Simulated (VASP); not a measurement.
# InSe (P-1) in VASP: electric field gradients with PBEsol

Aim: the electric field gradients of InSe with PBEsol.

Everything below comes from runs of VASP 6.6.1. Logs are shortened: lines on timing, memory, paths and dates and some standing lists are left out, and cuts for length are marked.

### 1 The cell of the first run

The typed cell holds 4 atoms: a = 6.160 Å, b = 6.277 Å, c = 4.565 Å, α = 107.16°, β = 108.22°, γ = 38.59°.

### 2 Electric field gradients, PBEsol (equal xy, yz and zx shear strains of +3 %)

INCAR reads:

```
PREC = Accurate
ENCUT = 520
EDIFF = 1E-8
ISMEAR = -1
SIGMA = 0.02
LREAL = F
LASPH = T
NELM = 100
ALGO = Normal
ISIF = 2
LWAVE = F
LCHARG = F
GGA = PS
LEFG = T
NBANDS = 27
```

KPOINTS reads:

```
Automatic mesh
0
Gamma
  7 7 6
```

POSCAR reads:

```
InSe
1.0
    5.8370776766     -1.9669814598      0.0571935402
    5.8987276766      2.1430185402      0.1188435402
   -1.5345608501      0.0408636106      4.2996651710
In Se
2 2
Direct
    0.8840000000      0.8840000000      0.0050000000
    0.1160000000      0.1160000000      0.9950000000
    0.6600000000      0.6600000000      0.6420000000
    0.3400000000      0.3400000000      0.3580000000
```

Potentials or basis: VASP PAW PBE potentials, release 64 (In_d, Se).

Started as:

```
cat potpaw_PBE.64/In_d/POTCAR potpaw_PBE.64/Se/POTCAR > POTCAR
mpirun -np 1 vasp_std > vasp.out
```

OUTCAR:

```text
PREC = Accurate
   ENCUT = 520
   EDIFF = 1E-8
   ISMEAR = -1
   LREAL = F
   LASPH = T
   NELM = 100
   ISIF = 2
   GGA = PS

 ion  position               nearest neighbor table
   1  0.884  0.884  0.005-   3 2.62   2 2.74   4 2.75   4 2.77   2 3.69   2 3.80
   2  0.116  0.116  0.995-   4 2.62   1 2.74   3 2.75   3 2.77   1 3.69   1 3.80
   3  0.660  0.660  0.642-   1 2.62   2 2.75   2 2.77
   4  0.340  0.340  0.358-   2 2.62   1 2.75   1 2.77

  LATTYP: Found a triclinic cell.
 ALAT       =     8.3836321705
 B/A-ratio  =     1.0182107164
 C/A-ratio  =     1.2024708777
 COS(alpha) =     0.0099393081
 COS(beta)  =     0.5073722718
 COS(gamma) =     0.8545358019

  Lattice vectors:

 A1 = (   5.7754276766,  -6.0769814598,  -0.0044564598)
 A2 = (   4.2408668265,  -6.0361178492,   4.2952087112)
 A3 = (   3.0074717002,  -4.1917272212,  -8.6609803420)

Analysis of symmetry for initial positions (statically):
=====================================================================
 Subroutine PRICEL returns:
 Original cell was already a primitive cell.

 Routine SETGRP: Setting up the symmetry group for a
 triclinic supercell.

 Subroutine GETGRP returns: Found  2 space group operations
 (whereof  2 operations were pure point group operations)
 out of a pool of  2 trial point group operations.

The static configuration has the point symmetry S_2 .

Analysis of symmetry for dynamics (positions and initial velocities):
=====================================================================
 Subroutine PRICEL returns:
 Original cell was already a primitive cell.

 Routine SETGRP: Setting up the symmetry group for a
 triclinic supercell.

 Subroutine GETGRP returns: Found  2 space group operations
 (whereof  2 operations were pure point group operations)
 out of a pool of  2 trial point group operations.

The dynamic configuration has the point symmetry S_2 .

 Subroutine INISYM returns: Found  2 space group operations
 (whereof  2 operations are pure point group operations),
 and found     1 'primitive' translations

----------------------------------------------------------------------------------------
[... 141 lines left out ...]
  free energy    TOTEN  =       -15.47289171 eV

  energy without entropy =      -15.47289171  energy(sigma->0) =      -15.47289171

 E-fermi :   5.2202     XC(G=0):  -9.7699

 val. band max:        4.8456461794   @ k =  -0.2857  -0.2857   0.3333
 cond. band min:       5.5944759339   @ k =   0.4286   0.4286  -0.0000
 fundamental gap:      0.7488297546
 Fermi energy:         5.2201957703

 k-point     1 :       0.0000    0.0000    0.0000
  band No.  band energies     occupation
      1      -9.8081      2.00000
      2      -9.7821      2.00000
      3      -9.4845      2.00000
      4      -9.4609      2.00000
      5      -9.4253      2.00000
      6      -9.4238      2.00000
[... 709 lines left out ...]
     26      11.1942      0.00000
     27      11.2777      0.00000

 [... further k-points ...]

------------------------ aborting loop because EDIFF is reached ----------------------------------------

  FORCE on cell =-STRESS in cart. coord.  units (eV):
  Direction    XX          YY          ZZ          XY          YZ          ZX
  --------------------------------------------------------------------------------------
  -------------------------------------------------------------------------------------
  Total        0.8445129     -0.7126984     -0.7518363     -0.3097167     -0.3680206      0.4845611
  in kB       12.9846815    -10.9579864    -11.5597457     -4.7620018     -5.6584458      7.4502960
  external PRESSURE =      -3.1776835 kB  Pullay stress =       0.0000000 kB

 VOLUME and BASIS-vectors are now :
 -----------------------------------------------------------------------------
  energy-cutoff  :      520.00
  volume of cell :      104.20
      direct lattice vectors                 reciprocal lattice vectors
     5.837077677 -1.966981460  0.057193540     0.088378378 -0.245142762  0.033872269
     5.898727677  2.143018540  0.118843540     0.081183789  0.241691080  0.026677681
    -1.534560850  0.040863611  4.299665171    -0.003419532 -0.003419532  0.231388309

 POSITION                                       TOTAL-FORCE (eV/Angst)
 -----------------------------------------------------------------------------------
     10.36678      0.15582      0.17712        -0.289316      0.036893      0.379533
     -0.16553      0.06108      4.29859         0.289316     -0.036893     -0.379533
      6.76044      0.14242      2.87657        -0.484462      0.125334      0.084623
      3.44080      0.07448      1.59913         0.484462     -0.125334     -0.084623
 -----------------------------------------------------------------------------------
    total drift:                               -0.000000     -0.000000      0.000000

  FREE ENERGIE OF THE ION-ELECTRON SYSTEM (eV)
  ---------------------------------------------------
  free  energy   TOTEN  =       -15.4728917075 eV

  energy  without entropy=      -15.4728917074  energy(sigma->0) =      -15.47289171

 Electric field gradients (V/A^2)
---------------------------------------------------------------------
 ion       V_xx      V_yy      V_zz      V_xy      V_xz      V_yz
---------------------------------------------------------------------
   1    -165.263    82.531    82.732    -8.764   -31.919    -0.560
   2    -165.263    82.531    82.732    -8.764   -31.919    -0.560
   3      61.873   -18.785   -43.088    11.880    20.043    11.211
   4      61.873   -18.785   -43.088    11.880    20.043    11.211
---------------------------------------------------------------------

 Electric field gradients after diagonalization (V/A^2)
 (convention: |V_zz| > |V_xx| > |V_yy|)
----------------------------------------------------------------------
 ion       V_xx      V_yy      V_zz     asymmetry (V_yy - V_xx)/ V_zz
----------------------------------------------------------------------
   1      86.848    82.762  -169.610       0.024
   2      86.848    82.762  -169.610       0.024
   3     -49.491   -18.270    67.761       0.461
   4     -49.491   -18.270    67.761       0.461
----------------------------------------------------------------------

           NMR quadrupolar parameters

 Cq : quadrupolar parameter    Cq=e*Q*V_zz/h
 eta: asymmetry parameters     (V_yy - V_xx)/ V_zz
 Q  : nuclear electric quadrupole moment in mb (millibarn)
----------------------------------------------------------------------
 ion       Cq(MHz)       eta       Q (mb)
----------------------------------------------------------------------
   1      -0.410       0.024       1.000
   2      -0.410       0.024       1.000
   3       0.164       0.461       1.000
   4       0.164       0.461       1.000
----------------------------------------------------------------------
```

OSZICAR:

```text
N       E                     dE             d eps       ncg     rms          rms(c)
DAV:   1     0.333641285056E+03    0.33364E+03   -0.17604E+04  8017   0.162E+03
DAV:   2     0.236831307828E+02   -0.30996E+03   -0.30055E+03  8058   0.393E+02
DAV:   3    -0.142772259668E+02   -0.37960E+02   -0.37161E+02 10138   0.144E+02
DAV:   4    -0.159067747424E+02   -0.16295E+01   -0.16243E+01  9615   0.300E+01
DAV:   5    -0.159590802780E+02   -0.52306E-01   -0.52298E-01 11813   0.552E+00    0.623E+00
DAV:   6    -0.155066992336E+02    0.45238E+00   -0.84959E-01 11181   0.161E+01    0.371E+00
DAV:   7    -0.154770670070E+02    0.29632E-01   -0.32323E-01 12243   0.466E+00    0.111E+00
DAV:   8    -0.154731404365E+02    0.39266E-02   -0.37310E-02 11806   0.213E+00    0.536E-01
DAV:   9    -0.154728910847E+02    0.24935E-03   -0.47080E-03 11811   0.688E-01    0.179E-01
DAV:  10    -0.154728828038E+02    0.82809E-05   -0.38649E-04  9713   0.157E-01    0.970E-02
DAV:  11    -0.154728963740E+02   -0.13570E-04   -0.13417E-04 11478   0.135E-01    0.274E-02
DAV:  12    -0.154728914975E+02    0.48766E-05   -0.23533E-05 11134   0.522E-02    0.177E-02
DAV:  13    -0.154728917958E+02   -0.29837E-06   -0.26452E-06 11189   0.989E-03    0.956E-03
DAV:  14    -0.154728917461E+02    0.49698E-07   -0.74433E-07 10049   0.114E-02    0.251E-03
DAV:  15    -0.154728917161E+02    0.29999E-07   -0.65500E-08  8810   0.191E-03    0.812E-04
DAV:  16    -0.154728917047E+02    0.11394E-07   -0.69491E-09  5011   0.700E-04    0.197E-04
DAV:  17    -0.154728917075E+02   -0.27699E-08   -0.23942E-09  4689   0.449E-04
   1 F= -.15472892E+02 E0= -.15472892E+02  d E =-.796301E-10
```

Wall time 13 min (1 thread of Intel Xeon Platinum 8259CL at 2.50GHz (Skylake/Cascade Lake), shared host); peak memory 0.53 GiB.

What came out:

```yaml
Free_energy: -15.4729 eV
Pressure: -0.3 GPa
Largest_force: 0.508 eV/Å
Band_gap_on_the_k_mesh: 0.75 eV (least direct gap 1.15 eV)
Largest_electric_field_gradient_by_atom: In -169.6; Se +67.8 V/Å²
```

Forces on the atoms (eV/Å):
```
In  -0.289  0.037  0.380
In   0.289 -0.037 -0.380
Se  -0.484  0.125  0.085
Se   0.484 -0.125 -0.085
```

Levels at points of the mesh, in eV from the valence-band top:
| k point | band 15 | band 16 | band 17 | band 18 | band 19 | band 20 | band 21 | band 22 | band 23 | band 24 |
| --- | --- | --- | --- | --- | --- | --- | --- | --- | --- | --- |
| (0.00, 0.00, 0.00) | -4.00 | -2.77 | -2.37 | -1.82 | -1.24 | 2.64 | 3.38 | 4.24 | 4.65 | 5.11 |
| (0.00, 0.00, 0.50) | -2.34 | -1.72 | -1.63 | -1.27 | -0.35 | 0.97 | 2.13 | 3.28 | 3.38 | 5.34 |

Electric field gradients, principal values (V/Å²):
```csv
atom,least,middle,greatest (by size)
1 In,82.762,86.848,-169.610
2 In,82.762,86.848,-169.610
3 Se,-18.270,-49.491,67.761
4 Se,-18.270,-49.491,67.761
```

Caveat: the cell differs from its parent crystal (equal xy, yz and zx shear strains of +3 %); without QUAD_EFG the Cq values of the log hold for a quadrupole moment of 1 mb, not for the nuclei; the PAW data sets were made with another functional, which shifts forces and pressure a little; spin-orbit coupling is left out, which moves the levels of the heavy elements; an odd mesh through Γ misses points on the zone boundary, where band edges can lie.
